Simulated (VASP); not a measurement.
PbS (Galena): single point with PBE

Crystal: PbS (Galena).

```xyz
2
Lattice="0.0000 2.7998 2.7998 2.7998 0.0000 2.7998 2.7998 2.7998 0.0000" Properties=species:S:1:pos:R:3 pbc="T T T"
Pb    0.0000    0.0000    0.0000
S     2.7998    2.7998    2.7998
```

This cell differs from its parent crystal: strain -5.8%.

```json
{
  "Program": "VASP 6.6.1",
  "Task": "single point",
  "Functional": "PBE",
  "Potentials or basis": "VASP PAW PBE potentials, release 64 (Pb_d, S)",
  "Cutoff": "520 eV",
  "k mesh": "8 × 8 × 8",
  "Occupations": "fermi-dirac, width 0.02 eV",
  "Spin": "no spin polarisation",
  "Dipole correction": "no",
  "Further INCAR settings": "ALGO = Normal; EDIFF = 1e-07; NBANDS = 17"
}
```

```json
{
 "Pressure": "17.2 GPa",
 "Band gap on the k mesh": "0.45 eV, direct"
}
```

Levels at points of the mesh, in eV from the valence-band top:
| k point | band 6 | band 7 | band 8 | band 9 | band 10 | band 11 | band 12 | band 13 | band 14 | band 15 |
| --- | --- | --- | --- | --- | --- | --- | --- | --- | --- | --- |
| (0.00, 0.00, 0.00) | -15.20 | -5.52 | -2.97 | -2.97 | -2.97 | 5.89 | 5.89 | 5.89 | 6.38 | 6.38 |
| (0.50, 0.00, 0.00) | -13.48 | -9.90 | -2.40 | -2.40 | 0.00 | 0.45 | 1.64 | 1.64 | 9.00 | 9.90 |
| (0.50, 0.50, 0.00) | -12.63 | -7.37 | -6.68 | -4.54 | -4.54 | 3.18 | 6.32 | 6.52 | 6.52 | 11.45 |

Run time: 11 s on 1 thread of Intel(R) Xeon(R) 6975P-C (Granite Rapids), on a shared host, peak memory 0.17 GiB.

Caveat: the cell differs from its parent crystal (strain -5.8%); spin-orbit coupling is left out, which moves the levels of the heavy elements. A k mesh can miss the band edges.
